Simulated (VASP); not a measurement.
Write the native input for VASP 6.6.1 that does the following.

| Item | Value |
| --- | --- |
| Task | single point |
| Functional | LDA |
| Potentials or basis | VASP PAW LDA potentials, release 64 (Fe) |
| Cutoff | 600 eV |
| k mesh | 16 × 16 × 16 |
| Occupations | fermi-dirac, width 0.05 eV |
| Spin | collinear spin, ferromagnetic start |
| Starting moments | [3.0] μB |
| Dipole correction | no |
| Further INCAR settings | ALGO = Normal; EDIFF = 1e-06; NBANDS = 14 |

The structure of Fe lies in POSCAR:

```
Fe
1.0
    0.0000000000      1.9024384199      1.9253309689
    1.4681109357      0.0000000000      1.9253309689
    1.4681109357      1.9024384199      0.0000000000
Fe
1
Direct
    0.0000000000      0.0000000000      0.0000000000
```

The input as run:

INCAR

```
  ALGO = Normal
  EDIFF = 1E-6
  ENCUT = 600
  GGA = CA
  GGA_COMPAT = F
  ISIF = 2
  ISMEAR = -1
  ISPIN = 2
  LASPH = T
  LCHARG = F
  LMAXMIX = 4
  LORBIT = 11
  LREAL = F
  LWAVE = F
  MAGMOM = 3
  NBANDS = 14
  NELM = 200
  PREC = Accurate
  SIGMA = 0.05
```

KPOINTS

```
k-points
0
Gamma
  16 16 16
```

Potentials or basis: VASP PAW LDA potentials, release 64 (Fe).

The run is started by

```bash
$ cat potpaw_LDA.64/Fe/POTCAR > POTCAR
$ mpirun -np 1 vasp_std > vasp.out
```

It gave:

```json
{"Pressure": "-8.6 GPa", "Band gap on the k mesh": "zero (filled and empty bands overlap)", "Net moment": "1.99 μB per cell", "Site moments": "Fe +1.96 μB", "Valence electrons inside the program's atomic spheres": "Fe 7.40"}
```

Caveat: the cell stands under tension.

Run time: 3.2 min on 1 thread of Intel Xeon 8259CL, with other jobs on the host, peak memory 0.28 GiB.
